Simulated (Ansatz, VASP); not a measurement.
# One calculation of GaN, two programs

Contents of INCAR:

```
ALGO = Normal
EDIFF = 1E-6
ENCUT = 520
GGA = CA
ISIF = 2
ISMEAR = 0
LASPH = T
LCHARG = F
LREAL = F
LWAVE = F
NBANDS = 26
NELM = 60
PREC = Accurate
SIGMA = 0.01
```

Contents of KPOINTS:

```
k-points
0
Gamma
  8 8 4
```

File POSCAR:

```
GaN
1.0
    3.1180155300      0.0000000000      0.0000000000
   -1.5590077650      2.7002806584      0.0000000000
    0.0000000000      0.0000000000      5.0838664752
Ga N
2 2
Direct
    0.3333333333      0.6666666667     -0.0006385991
    0.6666666667      0.3333333333      0.4993614009
    0.3333333333      0.6666666667      0.3756385991
    0.6666666667      0.3333333333      0.8756385991
```

Input for Ansatz:

```yaml
crystal:
  lattice:
    - [3.11801553005, 0.0, 0.0]
    - [-1.55900776503, 2.70028065842, 0.0]
    - [0.0, 0.0, 5.08386647515]
  atoms:
    - { symbol: Ga, position: [0.333333333333, 0.666666666667, -0.000638599137] }
    - { symbol: Ga, position: [0.666666666667, 0.333333333333, 0.499361400863] }
    - { symbol: "N", position: [0.333333333333, 0.666666666667, 0.375638599137] }
    - { symbol: "N", position: [0.666666666667, 0.333333333333, 0.875638599137] }
kpoints:
  mp_grid: { grid: [8, 8, 4] }
scf:
  occupations: { method: fixed }
  convergence: { dr2_threshold: 1.0e-10 }
hamiltonian:
  xc: lda
  pseudopotentials: { kind: all_electron, lapw: { basis_error: 0.0005 } }
output:
  forces: true
  stress: true
  eigenstates:
    kpoints:
      - [0.0, 0.0, 0.0]
      - [0.0, 0.0, -0.5]
      - [-0.5, 0.0, 0.0]
      - [-0.5, 0.5, 0.0]
      - [0.0, -0.5, 0.0]
      - [-0.5, 0.0, -0.5]
      - [-0.5, 0.5, -0.5]
      - [0.0, -0.5, -0.5]
  eigenvalues: true
```

Alike in both runs: task single point; functional LDA; k mesh 8 × 8 × 4; no spin polarisation.

```csv
,VASP,Ansatz
version,VASP 6.6.1,Ansatz 0.2.0
potentials or method,"VASP PAW LDA potentials, release 64 (Ga_d, N), cutoff 520 eV","all-electron LAPW, scalar-relativistic"
occupations,"gaussian, width 0.01 eV",fixed
```

```tsv
	VASP	Ansatz	Ansatz less VASP
gap on the k mesh at the Fermi level (eV)	2.36	2.35	-0.009
pressure (GPa)	8.3	7.2	-1.06
```

LDA's correlation is that of Perdew and Zunger in VASP and of Perdew and Wang (1992) in Ansatz. Ansatz ran all-electron here, and VASP with PAW potentials.
